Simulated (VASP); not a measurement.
# N (a cell with a defect): single point with PBE+D3(BJ)

System: N (a cell with a defect).

```
CELL_PARAMETERS angstrom
-5.63607 5.63607 0.00000
0.00000 5.63607 -5.63607
-5.63607 0.00000 -5.63607
ATOMIC_POSITIONS crystal
N 0.02712 0.02712 0.91864
N 0.02623 0.91672 0.53075
N 0.52642 0.41576 0.01482
N 0.91672 0.52629 0.53075
N 0.41576 0.04299 0.01482
N 0.52629 0.02623 0.53075
N 0.04299 0.52642 0.01482
N 0.97070 0.97070 0.08789
N 0.48509 0.48509 0.54472
N 0.47094 0.58078 0.99086
N 0.96785 0.08601 0.47469
N 0.58078 0.95742 0.99086
N 0.08601 0.47145 0.47469
N 0.95742 0.47094 0.99086
N 0.47145 0.96785 0.47469
```

This cell differs from its parent crystal: atoms taken out, then relaxed in part.

```json
{
 "Program": "VASP 6.6.1",
 "Task": "single point",
 "Functional": "PBE",
 "Dispersion": "D3(BJ)",
 "Potentials or basis": "VASP PAW PBE potentials, release 64 (N)",
 "Cutoff": "520 eV",
 "k mesh": "4 × 4 × 4",
 "Occupations": "gaussian, width 0.05 eV",
 "Spin": "no spin polarisation"
}
```

```yaml
Pressure: 1.7 GPa
Largest_force: 1.753 eV/Å
Band_gap_on_the_k_mesh: zero (an odd number of electrons rules out a gap without spin polarisation)
Dispersion_energy_per_atom: -0.052 eV
```

Forces on the atoms (eV/Å):
```
N    1.012  1.012  1.012
N   -1.019 -0.990  1.006
N   -0.704 -0.968  1.250
N    1.006 -1.019 -0.990
N    1.250 -0.704 -0.968
N   -0.990  1.006 -1.019
N   -0.968  1.250 -0.704
N   -1.012 -1.012 -1.012
N    0.002  0.002  0.002
N    0.701  0.974 -1.252
N    1.018  0.988 -1.008
N   -1.252  0.701  0.974
N   -1.008  1.018  0.988
N    0.974 -1.252  0.701
N    0.988 -1.008  1.018
```

Stress tensor (GPa, compression positive):
```
 1.72 -0.41 -0.41
-0.41  1.72 -0.41
-0.41 -0.41  1.72
```

Levels at points of the mesh, in eV from the Fermi level:
```csv
k point,band 33,band 34,band 35,band 36,band 37,band 38,band 39,band 40,band 41,band 42
"(0.00, 0.00, 0.00)",-3.25,-3.17,-3.07,-3.07,0.00,0.00,0.01,4.29,4.43,4.43
"(0.50, 0.00, 0.00)",-3.16,-3.15,-3.12,-3.11,0.00,0.00,0.01,4.54,4.66,4.71
"(0.00, 0.00, 0.50)",-3.15,-3.14,-3.12,-3.12,-0.01,0.00,0.00,4.47,4.62,4.70
"(0.50, 0.50, 0.00)",-3.21,-3.20,-3.10,-3.05,-0.01,0.00,0.01,4.58,4.66,4.84
```

Run time: 13 min on 1 thread of Intel(R) Xeon(R) Platinum 8259CL CPU @ 2.50GHz (Skylake/Cascade Lake) (shared host), peak memory 0.55 GiB.

Caveat: the cell differs from its parent crystal (atoms taken out, then relaxed in part); the standard files for N, O and F lose accuracy on very short bonds; an odd number of electrons without spin polarisation forces a metal; a magnetic or distorted state may lie lower.
